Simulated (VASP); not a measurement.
**N: single point with PBE**

N:

```
CELL_PARAMETERS angstrom
4.16723 0.00000 0.00000
-2.08362 3.60893 0.00000
0.00000 0.00000 7.00600
ATOMIC_POSITIONS crystal
N 0.66667 0.33333 0.67107
N 0.66667 0.33333 0.82893
N 0.33333 0.66667 0.17107
N 0.33333 0.66667 0.32893
```

```json
{
  "Program": "VASP 6.6.1",
  "Task": "single point",
  "Functional": "PBE",
  "Potentials or basis": "VASP PAW PBE potentials, release 64 (N)",
  "Cutoff": "600 eV",
  "k mesh": "3 × 3 × 2",
  "Occupations": "gaussian, width 0.01 eV",
  "Spin": "no spin polarisation"
}
```

```yaml
Pressure: 1.3 GPa
Largest_force: 1.035 eV/Å
Band_gap_on_the_k_mesh: 7.01 eV, indirect (least direct gap 7.37 eV)
```

Forces on the atoms (eV/Å):
```
N    0.000  0.000 -1.035
N    0.000  0.000  1.035
N    0.000  0.000 -1.035
N    0.000  0.000  1.035
```

Stress tensor (GPa, compression positive):
```
0.10 0.00 0.00
0.00 0.10 0.00
0.00 0.00 3.59
```

Levels at points of the mesh, in eV from the valence-band top:
```csv
k point,band 7,band 8,band 9,band 10,band 11,band 12,band 13,band 14
"(0.00, 0.00, 0.00)",-1.67,-1.67,-1.10,0.00,7.74,7.74,8.21,8.21
"(0.00, 0.00, 0.50)",-1.72,-1.72,-0.50,-0.50,7.97,7.97,7.97,7.97
```

Run time: 13 s on 1 thread of Intel(R) Xeon(R) Platinum 8559C (Emerald Rapids), with other jobs on the host, peak memory 0.22 GiB.

Caveat: the k points lie up to 0.58 Å⁻¹ apart; the standard files for N, O and F lose accuracy on very short bonds; forces of over 1 eV/Å act on the atoms, so gaps and moduli don't describe the material at rest. A k mesh can miss the band edges.
